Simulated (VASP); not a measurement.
Runs of VASP 6.6.1 on SrCl2. The structure is that of space group Immm (No. 71), or close to it. The cells are those of the table. 

```tsv
cell	gap on the mesh (eV)	pressure (GPa)	largest force (eV/Å)
a = 4.932, b = 5.160 Å, angles 58.5, 56.9, 58.5°, 3 atoms	5.99	(c)	0.27
a = 4.930, b = 5.068 Å, angles 59.1, 58.1, 59.1°, 3 atoms	5.98	(b)	0.16
a = 4.936, b = 4.560 Å, angles 62.5, 64.9, 62.5°, 3 atoms	(a)	1.6	0.45
a = 4.931, b = 4.744 Å, angles 61.2, 62.5, 61.2°, 3 atoms	5.99	0.7	0.21
a = 4.935, b = 5.253 Å, angles 57.8, 55.6, 57.8°, 3 atoms	6.00	1.3	0.39
```

Alike in all rows: task single point; level r2SCAN; potentials or basis VASP PAW PBE potentials, release 64 (Sr_sv, Cl); no spin polarisation; k mesh 6 × 6 × 6; cutoff (eV) 520; smearing gaussian 0.05 eV.

Task: Fill in the values left out.

Result: (a) 6.01; (b) 0.6; (c) 0.9.

Caveats: the PAW data sets were made with another functional, which shifts forces and pressure a little.

A k mesh can miss the band edges, and the runs leave out spin-orbit coupling on Sr.
